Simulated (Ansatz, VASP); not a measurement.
## Ba in VASP and in Ansatz

```
Ba
1.0
    -2.59375    2.40625    2.50000
     2.59375   -2.40625    2.50000
     2.59375    2.40625   -2.50000
Ba
1
Cartesian
  0.0000 0.0000 0.0000
```

Change from the starting cell: strain +0.0375 x Voigt [1, -1, 0, 0, 0, 0], atoms carried along.

Alike in both runs: task single point; functional PBE; k mesh 14 × 14 × 14; occupations gaussian, width 0.15 eV; no spin polarisation.

|  | VASP | Ansatz |
| --- | --- | --- |
| version | VASP 6.6.1 | Ansatz 0.2.0 |
| potentials or method | VASP PAW PBE potentials, release 64 (Ba_sv), cutoff 520 eV | scalar-relativistic, plane waves, PAW |
| valence electrons in the cell | 10 | 10 |

Ansatz gave:

| Item | Value |
| --- | --- |
| gap on the k mesh at the Fermi level (eV) | none |
| pressure (GPa) | 0.1 |
| traceless stress, the component that is largest in VASP (GPa) | 0.20 |

**Question.** What did VASP give for the same quantities?

**Answer.** gap on the k mesh at the Fermi level (eV): none; pressure (GPa): 0.2; traceless stress, the component that is largest in VASP (GPa): 0.20.

A gap of «none» marks a metal or a gap that the smearing closes. With one functional, cell and mesh, what is left measures potentials, basis and numerics.

Neither program's run includes spin-orbit coupling.
